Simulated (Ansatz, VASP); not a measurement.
## ZnS: VASP beside Ansatz

Contents of POSCAR:

```
ZnS
1.0
    0.0000000000      2.6503045514      2.6503045514
    2.6503045514      0.0000000000      2.6503045514
    2.6503045514      2.6503045514      0.0000000000
Zn S
1 1
Direct
    0.0000000000      0.0000000000      0.0000000000
    0.2500000000      0.2500000000      0.2500000000
```

The input INCAR.step1:

```
ALGO = Normal ; EDIFF = 1E-5
ENCUT = 520 ; GGA = PE
ISIF = 2 ; ISMEAR = -1
LASPH = T ; LCHARG = F
LREAL = F ; LWAVE = T
NBANDS = 16 ; NELM = 60
PREC = Accurate ; SIGMA = 0.05
```

INCAR.step2

```
ALGO = Normal ; EDIFF = 1E-6
ENCUT = 520 ; GGA = PE
HFSCREEN = 0.2079 ; ISIF = 2
ISMEAR = -1 ; ISTART = 1
LASPH = T ; LCHARG = F
LHFCALC = T ; LREAL = F
LWAVE = F ; NBANDS = 16
NELM = 60 ; PREC = Accurate
PRECFOCK = Normal ; SIGMA = 0.05
```

KPOINTS

```
k-points
0
Gamma
  4 4 4
```

Input for Ansatz:

```yaml
crystal:
  lattice:
    - [0.0, 2.650304551446, 2.650304551446]
    - [2.650304551446, 0.0, 2.650304551446]
    - [2.650304551446, 2.650304551446, 0.0]
  atoms:
    - { symbol: Zn, position: [0.0, 0.0, 0.0] }
    - { symbol: S, position: [0.25, 0.25, 0.25] }
kpoints:
  mp_grid: { grid: [4, 4, 4] }
hamiltonian:
  xc: hse06
  pseudopotentials:
    kind: paw
    azcp:
      S: "pseudopotentials/pbe/paw/ansatz_paw_generated_hard_1/S.paw.azcp"
      Zn: "pseudopotentials/pbe/paw/ansatz_paw_generated_hard_1/Zn.paw.azcp"
scf:
  occupations: { method: fermi_dirac, width: 0.05 }
  convergence: { dr2_threshold: "1e-10 eV" }
  exx: { energy_threshold: "2e-8 eV", singularity: regularized }
output:
  forces: true
  stress: true
  eigenvalues: true
```

Alike in both runs: task single point; functional HSE06; k mesh 4 × 4 × 4; occupations fermi-dirac, width 0.05 eV; no spin polarisation.

|  | VASP | Ansatz |
| --- | --- | --- |
| version | VASP 6.6.1 | Ansatz 0.2.0 development build |
| potentials or method | VASP PAW PBE potentials, release 64 (Zn, S) | plane waves, PAW datasets (generated hard set |
| plane-wave cutoff (eV) | 520 | 700 |
| valence electrons in the cell | 18 | 26 |

Ansatz gave:

```
gap on the k mesh at the Fermi level (eV) : 3.64
```

Q: Which values does VASP return?

A: gap on the k mesh at the Fermi level (eV): 3.62.

VASP's potentials hold 18 valence electrons a cell and Ansatz's 26, so a difference there can come from the potentials and not from the codes.

The k mesh is coarse, so the values compare programs but aren't converged.
